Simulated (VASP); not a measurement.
Set up this calculation in VASP 6.6.1, as the native input.

```
Task                   : single point
Functional             : PBE
Potentials or basis    : VASP PAW PBE potentials, release 64 (Tl_d, Cd, N, Ge_d)
Cutoff                 : 520 eV
k mesh                 : 3 × 3 × 3
Occupations            : fermi-dirac, width 0.1 eV
Spin                   : no spin polarisation
Dipole correction      : no
Further INCAR settings : ALGO = Normal; EDIFF = 1e-06; NBANDS = 60
```

The structure of Tl2CdGe4N lies in POSCAR:

```
Tl2CdGe4N
1.0
   -3.8510970000      3.6941510000      3.2136080000
    3.8256840000     -3.5641320000      3.0295160000
    3.8027400000      3.5157750000     -3.0596160000
Tl Cd N Ge
2 1 1 4
Direct
    0.5075987500     -0.0007499078      0.5061179397
    0.0015480340      0.4929211465      0.4963731640
    0.5023836157      0.4941422837      0.0105323548
    0.0027423060      0.0155858465     -0.0017115652
    0.9444833161      0.9626372348      0.3504044447
    0.0424652985      0.3982646989      0.0005867079
    0.6312480795      0.6322830815      0.6470464236
    0.4076661401      0.0433649275      0.9999104171
```

One way to write it, as run:

INCAR

```
SYSTEM = Tl2CdGe4N
  ALGO = Normal
  EDIFF = 1E-6
  ENCUT = 520
  GGA = PE
  ISIF = 2
  ISMEAR = -1
  LASPH = .True.
  LCHARG = .False.
  LREAL = .False.
  LWAVE = .False.
  NBANDS = 60
  NELM = 100
  PREC = Accurate
  SIGMA = 0.1
```

KPOINTS

```
k-points
0
Gamma
  3 3 3
  0 0 0
```

Potentials or basis: VASP PAW PBE potentials, release 64 (Tl_d, Cd, N, Ge_d).

The run is started by

```bash
$ cat potpaw_PBE.64/Tl_d/POTCAR potpaw_PBE.64/Cd/POTCAR potpaw_PBE.64/N/POTCAR potpaw_PBE.64/Ge_d/POTCAR > POTCAR
$ mpirun -np 1 vasp_std > vasp.out
```

Results of the run:

```
Pressure               : 1.8 GPa
Largest force          : 1.933 eV/Å
Band gap on the k mesh : zero (an odd number of electrons rules out a gap without spin polarisation)
```

Caveat: the k points lie up to 0.44 Å⁻¹ apart, too coarse for converged energies and pressures of a metal; spin-orbit coupling is left out, which moves the levels of the heavy elements; forces of over 1 eV/Å act on the atoms, so gaps and moduli don't describe the material at rest.

It took 2.8 min on 1 thread of AMD EPYC 7R13 Processor (Zen 3), on a shared host, peak memory 0.37 GiB.
